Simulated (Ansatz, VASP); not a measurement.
Two plane-wave programs on ZnO

The input INCAR:

```
SYSTEM = ZnO
PREC = Accurate
ENCUT = 910
EDIFF = 1E-6
ISMEAR = 0
SIGMA = 0.02
LREAL = .FALSE.
LASPH = .TRUE.
NELM = 120
ALGO = Normal
ISIF = 2
LWAVE = .FALSE.
LCHARG = .FALSE.
GGA = PS
NBANDS = 26
GGA_COMPAT = .FALSE.
```

KPOINTS

```
Automatic mesh
0
G
  9 9 6
  0 0 0
```

POSCAR

```
ZnO
1.0
    3.1012960820      0.0000000000      0.0000000000
   -1.5506480410      2.6858011917      0.0000000000
    0.0000000000      0.0000000000      5.4154873626
Zn O
2 2
Direct
    0.6666666667      0.3333333333      0.5107779532
    0.3333333333      0.6666666667      0.0107779532
    0.6666666667      0.3333333333      0.8695320468
    0.3333333333      0.6666666667      0.3695320468
```

Input for Ansatz:

```yaml
crystal:
  lattice:
    - [3.101296082, 0.0, 0.0]
    - [-1.550648041, 2.6858011917, 0.0]
    - [0.0, 0.0, 5.4154873626]
  atoms:
    - { symbol: Zn, position: [0.6666666667, 0.3333333333, 0.5107779532] }
    - { symbol: Zn, position: [0.3333333333, 0.6666666667, 0.0107779532] }
    - { symbol: O, position: [0.6666666667, 0.3333333333, 0.8695320468] }
    - { symbol: O, position: [0.3333333333, 0.6666666667, 0.3695320468] }
basis:
  ecutwfc: 420
kpoints:
  mp_grid: { grid: [9, 9, 6] }
  band_path: { path: [VBM, CBM], npoints: 2 }
hamiltonian:
  xc: pbesol
scf:
  occupations: { method: gaussian, width: 0.02 }
output:
  forces: true
  stress: true
  eigenvalues: true
checkpoint:
  read: start.run
  write: ck
  compress: false
  write_wavefunctions: false
  write_every: 100000
```

Alike in both runs: task single point; functional PBEsol; k mesh 9 × 9 × 6; occupations gaussian, width 0.02 eV; no spin polarisation.

|  | VASP | Ansatz |
| --- | --- | --- |
| version | VASP 6.6.1 | Ansatz 0.2.0 |
| potentials or method | VASP PAW PBE potentials, release 64 (Zn, O_h), cutoff 910 eV | scalar-relativistic, plane waves, PAW |
| valence electrons in the cell | 36 | 36 |

```tsv
	VASP	Ansatz	Ansatz less VASP
gap on the k mesh at the Fermi level (eV)	0.62	0.63	+0.012
least direct gap on the mesh (eV)	0.62	0.63	+0.012
rms of the force components (eV/Å)	0.009	0.000	-0.0088
```

VASP's potentials were made for PBE, not for PBEsol. Atom by atom the forces differ by 0.009 eV/Å (rms over components). The functional is the same, so the differences come from potentials, cutoffs and numerics.

Noted on VASP's run: the cutoff is short for stress, so the pressure is rough.
